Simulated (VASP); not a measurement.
# InSb (Fm-3m) in VASP: a series of runs

The runs below take InSb through single point, relaxation of cell and atoms, with r2SCAN.

All numbers are computed with VASP 6.6.1; they aren't measurements. Logs are shortened: lines on timing, memory, paths and dates and some standing lists are left out, and cuts for length are marked.

**1. The cell of the first run**

It takes space group Fm-3m (No. 225, cubic). The conventional cell has a = 6.084 Å, b = 6.084 Å, c = 6.084 Å, α = 90.00°, β = 90.00°, γ = 90.00°. In (site symmetry m-3m) has 6 Sb at 3.04 Å within 4.0 Å. Within 4.0 Å of Sb (site symmetry m-3m) lie 6 In at 3.04 Å.

**2. Single point, r2SCAN**

The input, POSCAR:

```
InSb
1.0
    0.0000000000      3.0422106268      3.0422106268
    3.0422106268      0.0000000000      3.0422106268
    3.0422106268      3.0422106268      0.0000000000
In Sb
1 1
Direct
    0.0000000000      0.0000000000      0.0000000000
    0.5000000000      0.5000000000      0.5000000000
```

The input, INCAR.step1:

```
PREC = Accurate ; ENCUT = 520
ISMEAR = -1 ; SIGMA = 0.02
LREAL = False ; LASPH = True
NELM = 100 ; NBANDS = 16
GGA = PE ; ALGO = Normal
EDIFF = 1E-4 ; LWAVE = True
LCHARG = False
```

The input, INCAR.step2:

```
PREC = Accurate ; ENCUT = 520
EDIFF = 1E-7 ; ISMEAR = -1
SIGMA = 0.02 ; LREAL = False
LASPH = True ; NELM = 100
ALGO = Normal ; ISIF = 2
LWAVE = False ; LCHARG = False
METAGGA = R2SCAN ; LMIXTAU = True
NBANDS = 16 ; ISTART = 1
```

The input, KPOINTS:

```
Automatic mesh
0
Gamma
  6 6 6
```

Potentials or basis: VASP PAW PBE potentials, release 64 (In_d, Sb).

Command:

```bash
cat potpaw_PBE.64/In_d/POTCAR potpaw_PBE.64/Sb/POTCAR > POTCAR
cp INCAR.step1 INCAR
mpirun -np 1 vasp_std > vasp.out
cp INCAR.step2 INCAR
mpirun -np 1 vasp_std > vasp.out
```

OUTCAR:

```text
PREC = Accurate
   ENCUT = 520
   EDIFF = 1E-7
   ISMEAR = -1
   LREAL = False
   LASPH = True
   NELM = 100
   ISIF = 2
   METAGGA = R2SCAN
   ISTART = 1

 ion  position               nearest neighbor table
   1  0.000  0.000  0.000-   2 3.04   2 3.04   2 3.04   2 3.04   2 3.04   2 3.04
   2  0.500  0.500  0.500-   1 3.04   1 3.04   1 3.04   1 3.04   1 3.04   1 3.04

  LATTYP: Found a face centered cubic cell.
 ALAT       =     6.0844212536

  Lattice vectors:

 A1 = (   0.0000000000,   3.0422106268,   3.0422106268)
 A2 = (   3.0422106268,   0.0000000000,   3.0422106268)
 A3 = (   3.0422106268,   3.0422106268,   0.0000000000)

Analysis of symmetry for initial positions (statically):
=====================================================================
 Subroutine PRICEL returns:
 Original cell was already a primitive cell.

 Routine SETGRP: Setting up the symmetry group for a
 face centered cubic supercell.

 Subroutine GETGRP returns: Found 48 space group operations
 (whereof 48 operations were pure point group operations)
 out of a pool of 48 trial point group operations.

The static configuration has the point symmetry O_h .

Analysis of symmetry for dynamics (positions and initial velocities):
=====================================================================
 Subroutine PRICEL returns:
 Original cell was already a primitive cell.

 Routine SETGRP: Setting up the symmetry group for a
 face centered cubic supercell.

 Subroutine GETGRP returns: Found 48 space group operations
 (whereof 48 operations were pure point group operations)
 out of a pool of 48 trial point group operations.

The dynamic configuration has the point symmetry O_h .

 Subroutine INISYM returns: Found 48 space group operations
 (whereof 48 operations are pure point group operations),
 and found     1 'primitive' translations

----------------------------------------------------------------------------------------

                                     Primitive cell

  volume of cell :      56.3116

  direct lattice vectors                    reciprocal lattice vectors
     0.000000000  3.042210627  3.042210627    -0.164354169  0.164354169  0.164354169
     3.042210627  0.000000000  3.042210627     0.164354169 -0.164354169  0.164354169
     3.042210627  3.042210627  0.000000000     0.164354169  0.164354169 -0.164354169

[... 69 lines left out ...]
   LNONCOLLINEAR =      F non collinear calculations
   LSORBIT =      F    spin-orbit coupling
   LASPH  =      T    aspherical Exc in radial PAW
   ENCUT  =  520.0 eV  38.22 Ry    6.18 a.u.   8.00  8.00  8.00*2*pi/ulx,y,z
   NELM   =    100;   NELMIN=  2; NELMDL=  0     # of ELM steps
   EDIFF  = 0.1E-06   stopping-criterion for ELM
   LREAL  =      F    real-space projection
   EDIFFG = 0.1E-05   stopping-criterion for IOM
   NSW    =      0    number of steps for IOM
   IBRION =     -1    ionic relax: 0-MD 1-quasi-New 2-CG
   NFREE  =      0    steps in history (QN), initial steepest desc. (CG)
   ISIF   =      2    stress and relaxation
   ISYM   =      2    0-nonsym 1-usesym 2-fastsym
   POTIM  = 0.5000    time-step for ionic-motion
   TEBEG  =    0.0;   TEEND  =   0.0 temperature during run
   PSTRESS=    0.0 pullay stress
   NELECT =      18.0000    total number of electrons
   NUPDOWN=      -1.0000    fix difference up-down
   EMIN   =  10.00;   EMAX   =-10.00  energy-range for DOS
   EFERMI =   0.00;   METHOD = LEGACY
   ISMEAR =    -1;   SIGMA  =   0.02  broadening in eV -4-tet -1-fermi 0-gaus
   EFERMI_NEDOS =   21; number of points for ismear=-14 and -15
   IALGO  =     38    algorithm
   IMIX   =      4    mixing-type and parameters
     AMIX     =   0.40;   BMIX     =  1.00
     AMIX_MAG =   1.60;   BMIX_MAG =  1.00
  volume/ion in A,a.u.               =      28.16       190.00
  Fermi-wavevector in a.u.,A,eV,Ry     =   1.119351  2.115267 17.047382  1.252947
  Thomas-Fermi vector in A             =   2.255990
   LORBIT       =      0    0 simple, 1 ext, 2 COOP (PROOUT), +10 PAW based schemes
   METAGGA = R2SCAN    functional components
   LHFCALC =     F    Hartree Fock is set to
   AEXX    =    0.0000 exact exchange contribution
   IVDW    =     0    specifies the selected vdW correction
   LEPSILON=     F    determine dielectric tensor
   LRPA    =     F    only Hartree local field effects (RPA)
 non-spin polarized calculation
  energy-cutoff  :      520.00
  volume of cell :       56.31
 maximum number of plane-waves:      1527
   NGX = 15   NGY = 15   NGZ = 15

 number of electron      17.9999992 magnetization

 Free energy of the ion-electron system (eV)
  ---------------------------------------------------
  ext. energy  EPLUGINS =         0.00000000
  ---------------------------------------------------
  free energy    TOTEN  =       -48.38041544 eV

  energy without entropy =      -48.37741983  energy(sigma->0) =      -48.37891764

 E-fermi :   6.9509     XC(G=0): -10.4299

 val. band max:        6.9425429680   @ k =   0.0000   0.0000   0.0000
 cond. band min:       6.9717810988   @ k =   0.3333   0.0000   0.0000
 fundamental gap:      0.0292381307
 Fermi energy:         6.9508706915

 k-point     1 :       0.0000    0.0000    0.0000
  band No.  band energies     occupation
      1      -8.2412      2.00000
      2      -8.2412      2.00000
      3      -8.1999      2.00000
      4      -8.1999      2.00000
      5      -8.1999      2.00000
      6      -4.7147      2.00000
[... 281 lines left out ...]
      3      -8.2052      2.00000
      4      -8.1703      2.00000
      5      -8.1511      2.00000
      6      -1.8526      2.00000
[... 8 lines left out ...]
     15      17.9310      0.00000
     16      20.1422      0.00000

------------------------ aborting loop because EDIFF is reached ----------------------------------------

  FORCE on cell =-STRESS in cart. coord.  units (eV):
  Direction    XX          YY          ZZ          XY          YZ          ZX
  --------------------------------------------------------------------------------------
  -------------------------------------------------------------------------------------
  Total        0.0258215      0.0258215      0.0258215      0.0000000     -0.0000000     -0.0000000
  in kB        0.7346722      0.7346722      0.7346722      0.0000000     -0.0000000     -0.0000000
  external PRESSURE =       0.7346722 kB  Pullay stress =       0.0000000 kB

 VOLUME and BASIS-vectors are now :
 -----------------------------------------------------------------------------
  energy-cutoff  :      520.00
  volume of cell :       56.31
      direct lattice vectors                 reciprocal lattice vectors
     0.000000000  3.042210627  3.042210627    -0.164354169  0.164354169  0.164354169
     3.042210627  0.000000000  3.042210627     0.164354169 -0.164354169  0.164354169
     3.042210627  3.042210627  0.000000000     0.164354169  0.164354169 -0.164354169

 POSITION                                       TOTAL-FORCE (eV/Angst)
 -----------------------------------------------------------------------------------
      0.00000      0.00000      0.00000         0.000000     -0.000000      0.000000
      3.04221      3.04221      3.04221        -0.000000      0.000000     -0.000000
 -----------------------------------------------------------------------------------
    total drift:                                0.000000     -0.000000     -0.000000

  FREE ENERGIE OF THE ION-ELECTRON SYSTEM (eV)
  ---------------------------------------------------
  free  energy   TOTEN  =       -48.3804154417 eV

  energy  without entropy=      -48.3774198301  energy(sigma->0) =      -48.37891764
```

OUTCAR.step1:

```text
PREC = Accurate
   ENCUT = 520
   ISMEAR = -1
   LREAL = False
   LASPH = True
[... 513 lines left out ...]
      0.00000      0.00000      0.00000         0.000000      0.000000     -0.000000
      3.04221      3.04221      3.04221         0.000000      0.000000      0.000000
 -----------------------------------------------------------------------------------
    total drift:                                0.000000     -0.000000     -0.000000

  FREE ENERGIE OF THE ION-ELECTRON SYSTEM (eV)
  ---------------------------------------------------
  free  energy   TOTEN  =        -6.6461514802 eV

  energy  without entropy=       -6.6422502848  energy(sigma->0) =       -6.64420088
```

Wall time 29 s (1 thread of Intel Xeon 6975P-C (Granite Rapids), shared host); peak memory 0.19 GiB.

What came out:

```yaml
Free_energy: -48.3804 eV
Pressure: 0.1 GPa
Band_gap_on_the_k_mesh: zero (band 9 reaches 7.43 eV, above the bottom of band 10 at 4.52 eV)
```

Caveat: the PAW data sets were made with another functional, which shifts forces and pressure a little; spin-orbit coupling is left out, which moves the levels of the heavy elements.

**3. Relaxation of cell and atoms, r2SCAN**

This run uses another cell than the first one, of 29.01 Å³/atom, 1.030 times its volume.

The input, POSCAR:

```
InSb
1.0
    0.0000000000      3.0727784880      3.0727784880
    3.0727784880      0.0000000000      3.0727784880
    3.0727784880      3.0727784880      0.0000000000
In Sb
1 1
Direct
    0.0000000000      0.0000000000      0.0000000000
    0.5000000000      0.5000000000      0.5000000000
```

The input, INCAR.step1:

```
SYSTEM = InSb
PREC = Accurate ; ENCUT = 600
ISMEAR = -1 ; SIGMA = 0.02
LREAL = .FALSE. ; LASPH = .TRUE.
NELM = 80 ; GGA = PE
ALGO = Normal ; EDIFF = 1E-4
LWAVE = .TRUE. ; LCHARG = .FALSE.
```

The input, INCAR.step2:

```
SYSTEM = InSb
PREC = Accurate ; ENCUT = 600
EDIFF = 1E-6 ; ISMEAR = -1
SIGMA = 0.02 ; LREAL = .FALSE.
LASPH = .TRUE. ; NELM = 80
ALGO = Normal ; ISIF = 3
LWAVE = .FALSE. ; LCHARG = .FALSE.
METAGGA = R2SCAN ; LMIXTAU = .TRUE.
IBRION = 2 ; NSW = 80
EDIFFG = -0.005 ; ISTART = 1
```

The input, KPOINTS:

```
regular mesh
0
G
  6 6 6
  0 0 0
```

Potentials or basis: VASP PAW PBE potentials, release 64 (In_d, Sb).

Command:

```bash
cat potpaw_PBE.64/In_d/POTCAR potpaw_PBE.64/Sb/POTCAR > POTCAR
cp INCAR.step1 INCAR
mpirun -np 1 vasp_std > vasp.out
cp INCAR.step2 INCAR
mpirun -np 1 vasp_std > vasp.out
```

Run time: 1.7 min. Hardware: 1 thread of Intel Xeon 6975P-C (Granite Rapids), shared host; peak memory 0.23 GiB.

It converged, with:

- Free energy: -48.3815 eV
- Relaxed volume: 28.24 Å³/atom
- Relaxed cell: a = 4.307 Å, b = 4.307 Å, c = 4.307 Å, α = 60.00°, β = 60.00°, γ = 60.00°
- Space group after relaxing (to 0.05 Å): Fm-3m (No. 225)
- Energy gained by relaxing: 3.5 meV/atom
- Ionic steps: 4
- Pressure after relaxing: 0.0 GPa
- Band gap on the k mesh: zero (band 9 reaches 7.39 eV, above the bottom of band 10 at 4.50 eV)

Step by step:
| step | energy change (eV) | largest force (eV/Å) | pressure (GPa) | volume (Å³) |
| --- | --- | --- | --- | --- |
| 1 | 0.0000 | 0.0000 | -1.40 | 58.03 |
| 2 | -0.0063 | 0.0000 | 0.40 | 55.92 |
| 3 | -0.0069 | 0.0000 | 0.06 | 56.41 |
| 4 | -0.0069 | 0.0000 | 0.03 | 56.48 |

Final structure:
```cif
data_structure
_symmetry_space_group_name_H-M 'P 1'
_symmetry_Int_Tables_number 1
_cell_length_a 4.3066
_cell_length_b 4.3066
_cell_length_c 4.3066
_cell_angle_alpha 60.000
_cell_angle_beta 60.000
_cell_angle_gamma 60.000
_cell_volume 56.48
loop_
_atom_site_label
_atom_site_type_symbol
_atom_site_fract_x
_atom_site_fract_y
_atom_site_fract_z
_atom_site_occupancy
In1 In 0.00000 0.00000 0.00000 1
Sb1 Sb 0.50000 0.50000 0.50000 1
```

Levels at points of the mesh, in eV from the Fermi level:
| k point | band 6 | band 7 | band 8 | band 9 | band 10 | band 11 | band 12 | band 13 |
| --- | --- | --- | --- | --- | --- | --- | --- | --- |
| (0.00, 0.00, 0.00) | -11.64 | -0.22 | -0.22 | -0.22 | -0.03 | 6.41 | 6.41 | 6.41 |
| (0.50, 0.00, 0.00) | -9.68 | -6.86 | 0.21 | 0.21 | 2.51 | 2.51 | 2.51 | 3.57 |
| (0.50, 0.50, 0.00) | -8.89 | -4.83 | -3.42 | -2.42 | -2.42 | 3.43 | 8.84 | 8.84 |

Caveat: the PAW data sets were made with another functional, which shifts forces and pressure a little; spin-orbit coupling is left out, which moves the levels of the heavy elements.
